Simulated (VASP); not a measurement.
# Ge (P6_3/mmc) in VASP: electric field gradients with PBEsol

Aim: the electric field gradients of Ge with PBEsol.

All numbers are computed with VASP 6.6.1; they aren't measurements. Logs are shortened: lines on timing, memory, paths and dates and some standing lists are left out, and cuts for length are marked.

### Step 1. The cell of the first run

The structure is hexagonal, space group P6_3/mmc (No. 194). Conventional cell: a = 3.998 Å, b = 3.998 Å, c = 6.797 Å, α = 90.00°, β = 90.00°, γ = 120.00°. Within 3.2 Å of Ge (site symmetry 3m) lie 4 Ge at 2.46 to 2.54 Å.

This isn't the form of Ge at room conditions, which is diamond.

### Step 2. Electric field gradients, PBEsol (zz strain of +3 %)

Contents of INCAR:

```
SYSTEM = Ge
PREC = Accurate
ENCUT = 520
EDIFF = 1E-8
ISMEAR = -1
SIGMA = 0.05
LREAL = .FALSE.
LASPH = .TRUE.
NELM = 60
ALGO = Normal
ISIF = 2
LWAVE = .FALSE.
LCHARG = .FALSE.
GGA = PS
LEFG = .TRUE.
NBANDS = 36
```

Contents of KPOINTS:

```
Automatic mesh
0
G
  11 11 6
  0 0 0
```

Contents of POSCAR:

```
Ge
1.0
    3.9975858431      0.0000000000      0.0000000000
   -1.9987929216      3.4620108940      0.0000000000
    0.0000000000      0.0000000000      6.7973592885
Ge
4
Direct
    0.6666666667      0.3333333333      0.0629012500
    0.3333333333      0.6666666667      0.5629012500
    0.6666666667      0.3333333333      0.4370987500
    0.3333333333      0.6666666667      0.9370987500
```

Potentials or basis: VASP PAW PBE potentials, release 64 (Ge_d).

On the command line:

```bash
$ cat potpaw_PBE.64/Ge_d/POTCAR > POTCAR
$ mpirun -np 1 vasp_std > vasp.out
```

OUTCAR:

```text
SYSTEM = Ge
   PREC = Accurate
   ENCUT = 520
   EDIFF = 1E-8
   ISMEAR = -1
   LREAL = .FALSE.
   LASPH = .TRUE.
   NELM = 60
   ISIF = 2
   GGA = PS

 ion  position               nearest neighbor table
   1  0.667  0.333  0.063-   4 2.46   4 2.46   4 2.46   3 2.54
   2  0.333  0.667  0.563-   3 2.46   3 2.46   3 2.46   4 2.54
   3  0.667  0.333  0.437-   2 2.46   2 2.46   2 2.46   1 2.54
   4  0.333  0.667  0.937-   1 2.46   1 2.46   1 2.46   2 2.54

  LATTYP: Found a hexagonal cell.
 ALAT       =     3.9975858431
 C/A-ratio  =     1.7003660597

  Lattice vectors:

 A1 = (   3.9975858431,   0.0000000000,   0.0000000000)
 A2 = (  -1.9987929216,   3.4620108940,   0.0000000000)
 A3 = (   0.0000000000,   0.0000000000,   6.7973592885)

Analysis of symmetry for initial positions (statically):
=====================================================================
 Subroutine PRICEL returns:
 Original cell was already a primitive cell.

 Routine SETGRP: Setting up the symmetry group for a
 hexagonal supercell.

 Subroutine GETGRP returns: Found 24 space group operations
 (whereof 12 operations were pure point group operations)
 out of a pool of 24 trial point group operations.

The static configuration has the point symmetry D_3d.
 The point group associated with its full space group is D_6h.

Analysis of symmetry for dynamics (positions and initial velocities):
=====================================================================
 Subroutine PRICEL returns:
 Original cell was already a primitive cell.

 Routine SETGRP: Setting up the symmetry group for a
 hexagonal supercell.

 Subroutine GETGRP returns: Found 24 space group operations
 (whereof 12 operations were pure point group operations)
 out of a pool of 24 trial point group operations.

The dynamic configuration has the point symmetry D_3d.
 The point group associated with its full space group is D_6h.

 Subroutine INISYM returns: Found 24 space group operations
 (whereof 12 operations are pure point group operations),
 and found     1 'primitive' translations

----------------------------------------------------------------------------------------

                                     Primitive cell

  volume of cell :      94.0733

  direct lattice vectors                    reciprocal lattice vectors
     3.997585843  0.000000000  0.000000000     0.250150976  0.144424733  0.000000000
    -1.998792922  3.462010894  0.000000000     0.000000000  0.288849467  0.000000000
     0.000000000  0.000000000  6.797359289     0.000000000  0.000000000  0.147115955

  length of vectors
     3.997585843  3.997585843  6.797359289     0.288849467  0.288849467  0.147115955

  position of ions in fractional coordinates (direct lattice)
     0.666666667  0.333333333  0.062901250
     0.333333333  0.666666667  0.562901250
     0.666666667  0.333333333  0.437098750
     0.333333333  0.666666667  0.937098750

  ion indices of the primitive-cell ions
   primitive index   ion index
                 1           1
                 2           2
                 3           3
                 4           4

----------------------------------------------------------------------------------------

 KPOINTS: Automatic mesh

Automatic generation of k-mesh.
 Grid dimensions read from file:
 generate k-points for:   11   11    6

 Generating k-lattice:

  Cartesian coordinates                     Fractional coordinates (reciprocal lattice)
     0.022740998  0.013129521  0.000000000     0.090909091  0.000000000  0.000000000
     0.000000000  0.026259042  0.000000000     0.000000000  0.090909091  0.000000000
     0.000000000  0.000000000  0.024519326     0.000000000  0.000000000  0.166666667

  Length of vectors
     0.026259042  0.026259042  0.024519326

  Shift w.r.t. Gamma in fractional coordinates (k-lattice)
     0.000000000  0.000000000  0.000000000

 Subroutine IBZKPT returns following result:
 ===========================================

 Found     64 irreducible k-points:

 Following reciprocal coordinates:
            Coordinates               Weight
  0.000000  0.000000  0.000000      1.000000
  0.090909  0.000000  0.000000      6.000000
  0.181818  0.000000  0.000000      6.000000
  0.272727  0.000000  0.000000      6.000000
  0.363636  0.000000  0.000000      6.000000
  0.454545  0.000000  0.000000      6.000000
[... 16 lines left out ...]
  0.090909  0.090909  0.166667     12.000000
  0.181818  0.090909  0.166667     24.000000
 [... further k-points ...]
   k-points           NKPTS =     64   k-points in BZ     NKDIM =     64   number of bands    NBANDS=     36
   number of dos      NEDOS =    301   number of ions     NIONS =      4
   total plane-waves  NPLWV =  48600
   dimension x,y,z NGX =    30 NGY =   30 NGZ =   54
   dimension x,y,z NGXF=    60 NGYF=   60 NGZF=  108
   ions per type =               4
   NGX,Y,Z   is equivalent  to a cutoff of  12.48, 12.48, 13.21 a.u.
   NGXF,Y,Z  is equivalent  to a cutoff of  24.95, 24.95, 26.41 a.u.
 SYSTEM =  Ge
   PREC   = accura    normal or accurate (medium, high low for compatibility)
   ISTART =      0    job   : 0-new  1-cont  2-samecut
   ICHARG =      2    charge: 1-file 2-atom 10-const
   ISPIN  =      1    spin polarized calculation?
   LNONCOLLINEAR =      F non collinear calculations
   LSORBIT =      F    spin-orbit coupling
   LASPH  =      T    aspherical Exc in radial PAW
   ENCUT  =  520.0 eV  38.22 Ry    6.18 a.u.   7.43  7.43 12.64*2*pi/ulx,y,z
   NELM   =     60;   NELMIN=  2; NELMDL= -5     # of ELM steps
   EDIFF  = 0.1E-07   stopping-criterion for ELM
   LREAL  =      F    real-space projection
   EDIFFG = 0.1E-06   stopping-criterion for IOM
   NSW    =      0    number of steps for IOM
   IBRION =     -1    ionic relax: 0-MD 1-quasi-New 2-CG
   NFREE  =      0    steps in history (QN), initial steepest desc. (CG)
   ISIF   =      2    stress and relaxation
   ISYM   =      2    0-nonsym 1-usesym 2-fastsym
   POTIM  = 0.5000    time-step for ionic-motion
   TEBEG  =    0.0;   TEEND  =   0.0 temperature during run
   PSTRESS=    0.0 pullay stress
   NELECT =      56.0000    total number of electrons
   NUPDOWN=      -1.0000    fix difference up-down
   EMIN   =  10.00;   EMAX   =-10.00  energy-range for DOS
   EFERMI =   0.00;   METHOD = LEGACY
   ISMEAR =    -1;   SIGMA  =   0.05  broadening in eV -4-tet -1-fermi 0-gaus
   EFERMI_NEDOS =   21; number of points for ismear=-14 and -15
   IALGO  =     38    algorithm
   IMIX   =      4    mixing-type and parameters
     AMIX     =   0.40;   BMIX     =  1.00
     AMIX_MAG =   1.60;   BMIX_MAG =  1.00
  volume/ion in A,a.u.               =      23.52       158.71
  Fermi-wavevector in a.u.,A,eV,Ry     =   1.377152  2.602441 25.804114  1.896549
  Thomas-Fermi vector in A             =   2.502332
   LORBIT       =      0    0 simple, 1 ext, 2 COOP (PROOUT), +10 PAW based schemes
   GGA     = PS    functional components
   LHFCALC =     F    Hartree Fock is set to
   AEXX    =    0.0000 exact exchange contribution
   IVDW    =     0    specifies the selected vdW correction
   LEPSILON=     F    determine dielectric tensor
   LRPA    =     F    only Hartree local field effects (RPA)
 non-spin polarized calculation
  energy-cutoff  :      520.00
  volume of cell :       94.07
 maximum number of plane-waves:      2575
 NGX is ok and might be reduce to    30
   NGX = 15   NGY = 15   NGZ = 25

 number of electron      56.0000046 magnetization

 Free energy of the ion-electron system (eV)
  ---------------------------------------------------
  ext. energy  EPLUGINS =         0.00000000
  ---------------------------------------------------
  free energy    TOTEN  =       -19.63934604 eV

  energy without entropy =      -19.63773408  energy(sigma->0) =      -19.63854006

 E-fermi :   4.5835     XC(G=0):  -9.9456

 val. band max:        4.5129150956   @ k =   0.0000   0.0000   0.1667
 cond. band min:       4.5998180910   @ k =   0.0000   0.0000   0.0000
 fundamental gap:      0.0869029954
 Fermi energy:         4.5834688221

 k-point     1 :       0.0000    0.0000    0.0000
  band No.  band energies     occupation
      1     -20.2606      2.00000
      2     -20.2606      2.00000
      3     -20.2301      2.00000
      4     -20.2301      2.00000
      5     -20.2010      2.00000
      6     -20.1956      2.00000
[... 28 lines left out ...]
     35       9.0213      0.00000
     36      10.5178      0.00000

 k-point     2 :       0.0909    0.0000    0.0000
  band No.  band energies     occupation
      1     -20.2640      2.00000
      2     -20.2621      2.00000
      3     -20.2325      2.00000
      4     -20.2298      2.00000
      5     -20.2097      2.00000
      6     -20.1908      2.00000
[... 28 lines left out ...]
     35       9.3846      0.00000
     36      11.0614      0.00000

 k-point     3 :       0.1818    0.0000    0.0000
  band No.  band energies     occupation
      1     -20.2694      2.00000
      2     -20.2650      2.00000
      3     -20.2376      2.00000
      4     -20.2276      2.00000
      5     -20.2203      2.00000
      6     -20.1837      2.00000
[... 28 lines left out ...]
     35      10.1971      0.00000
     36      10.3066      0.00000
[... 742 lines left out ...]
 k-point    23 :       0.0909    0.0909    0.1667
  band No.  band energies     occupation
      1     -20.2654      2.00000
      2     -20.2635      2.00000
      3     -20.2395      2.00000
      4     -20.2312      2.00000
      5     -20.2141      2.00000
      6     -20.1900      2.00000
[... 28 lines left out ...]
     35      10.0925      0.00000
     36      10.9155      0.00000

 k-point    24 :       0.1818    0.0909    0.1667
  band No.  band energies     occupation
      1     -20.2684      2.00000
      2     -20.2665      2.00000
      3     -20.2453      2.00000
      4     -20.2281      2.00000
      5     -20.2200      2.00000
      6     -20.1837      2.00000
[... 28 lines left out ...]
     35      10.5631      0.00000
     36      11.1397      0.00000

 [... further k-points ...]

------------------------ aborting loop because EDIFF is reached ----------------------------------------

  FORCE on cell =-STRESS in cart. coord.  units (eV):
  Direction    XX          YY          ZZ          XY          YZ          ZX
  --------------------------------------------------------------------------------------
  -------------------------------------------------------------------------------------
  Total       -0.2294115     -0.2294115     -2.8915698      0.0000000      0.0000000      0.0000000
  in kB       -3.9071424     -3.9071424    -49.2467756      0.0000000      0.0000000      0.0000000
  external PRESSURE =     -19.0203535 kB  Pullay stress =       0.0000000 kB

 VOLUME and BASIS-vectors are now :
 -----------------------------------------------------------------------------
  energy-cutoff  :      520.00
  volume of cell :       94.07
      direct lattice vectors                 reciprocal lattice vectors
     3.997585843  0.000000000  0.000000000     0.250150976  0.144424733  0.000000000
    -1.998792922  3.462010894  0.000000000     0.000000000  0.288849467  0.000000000
     0.000000000  0.000000000  6.797359289     0.000000000  0.000000000  0.147115955

 POSITION                                       TOTAL-FORCE (eV/Angst)
 -----------------------------------------------------------------------------------
      1.99879      1.15400      0.42756        -0.000000     -0.000000      0.206008
     -0.00000      2.30801      3.82624        -0.000000      0.000000      0.206008
      1.99879      1.15400      2.97112         0.000000     -0.000000     -0.206008
     -0.00000      2.30801      6.36980         0.000000      0.000000     -0.206008
 -----------------------------------------------------------------------------------
    total drift:                               -0.000000      0.000000     -0.000000

  FREE ENERGIE OF THE ION-ELECTRON SYSTEM (eV)
  ---------------------------------------------------
  free  energy   TOTEN  =       -19.6393460414 eV

  energy  without entropy=      -19.6377340831  energy(sigma->0) =      -19.63854006

 Electric field gradients (V/A^2)
---------------------------------------------------------------------
 ion       V_xx      V_yy      V_zz      V_xy      V_xz      V_yz
---------------------------------------------------------------------
   1     -12.896   -12.899    25.795    -0.003    -0.000     0.000
   2     -12.896   -12.899    25.795    -0.003     0.000    -0.000
   3     -12.896   -12.899    25.795    -0.003     0.000    -0.000
   4     -12.896   -12.899    25.795    -0.003    -0.000     0.000
---------------------------------------------------------------------

 Electric field gradients after diagonalization (V/A^2)
 (convention: |V_zz| > |V_xx| > |V_yy|)
----------------------------------------------------------------------
 ion       V_xx      V_yy      V_zz     asymmetry (V_yy - V_xx)/ V_zz
----------------------------------------------------------------------
   1     -12.901   -12.894    25.795       0.000
   2     -12.901   -12.894    25.795       0.000
   3     -12.901   -12.894    25.795       0.000
   4     -12.901   -12.894    25.795       0.000
----------------------------------------------------------------------

           NMR quadrupolar parameters

 Cq : quadrupolar parameter    Cq=e*Q*V_zz/h
 eta: asymmetry parameters     (V_yy - V_xx)/ V_zz
 Q  : nuclear electric quadrupole moment in mb (millibarn)
----------------------------------------------------------------------
 ion       Cq(MHz)       eta       Q (mb)
----------------------------------------------------------------------
   1       0.062       0.000       1.000
   2       0.062       0.000       1.000
   3       0.062       0.000       1.000
   4       0.062       0.000       1.000
----------------------------------------------------------------------
```

Run time: 3.6 min. Hardware: 1 thread of Intel Xeon 8259CL, shared host; peak memory 0.3 GiB.

Results:

| Property | Result |
| --- | --- |
| Free energy | -19.6393 eV |
| Pressure | -1.9 GPa |
| Largest force | 0.206 eV/Å |
| Band gap on the k mesh | 0.06 eV |
| Largest electric field gradient by atom | Ge +25.8 V/Å² |

Forces in eV/Å, atoms in the order of the input:
```
Ge   0.000  0.000  0.206
Ge   0.000  0.000  0.206
Ge   0.000  0.000 -0.206
Ge   0.000  0.000 -0.206
```

Electric field gradients, principal values (V/Å²):
| atom | least | middle | greatest (by size) |
| --- | --- | --- | --- |
| 1 Ge | -12.894 | -12.901 | 25.795 |
| 2 Ge | -12.894 | -12.901 | 25.795 |
| 3 Ge | -12.894 | -12.901 | 25.795 |
| 4 Ge | -12.894 | -12.901 | 25.795 |

Caveat: the cell differs from its parent crystal (zz strain of +3 %); the smearing spreads over this small gap; without QUAD_EFG the Cq values of the log hold for a quadrupole moment of 1 mb, not for the nuclei; the PAW data sets were made with another functional, which shifts forces and pressure a little.

The gap in the log of VASP goes by the Fermi energy; the results here count the filled bands.